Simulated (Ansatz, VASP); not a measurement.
# BAs in VASP and in Ansatz

```
B As
1.0
     0.00000    2.40620    2.40620
     2.40620    0.00000    2.40620
     2.40620    2.40620    0.00000
B As
1 1
Cartesian
  0.0000 0.0000 0.0000
  1.2031 1.2031 1.2031
```

Alike in both runs: task relaxation of cell and atoms; functional PBE; k mesh 15 × 15 × 15; occupations fermi-dirac, width 0.08 eV; no spin polarisation.

|  | VASP | Ansatz |
| --- | --- | --- |
| version | VASP 6.6.1 | Ansatz 0.2.0 |
| potentials or method | VASP PAW PBE potentials, release 64 (B, As) | PAW with Ansatz's default frozen-core files, scalar-relativistic |
| plane-wave cutoff (eV) | 600 | 420 |
| valence electrons in the cell | 8 | 18 |

VASP gave:

| Quantity | Value |
| --- | --- |
| relaxed volume (Å³/atom) | 13.97 |
| relaxed cell length with the largest relative difference (Å) | 3.406 |

Estimate Ansatz's values.

relaxed volume (Å³/atom): 13.90; relaxed cell length with the largest relative difference (Å): 3.401.

VASP's potentials hold 8 valence electrons a cell and Ansatz's 18, so a difference there can come from the potentials and not from the codes.
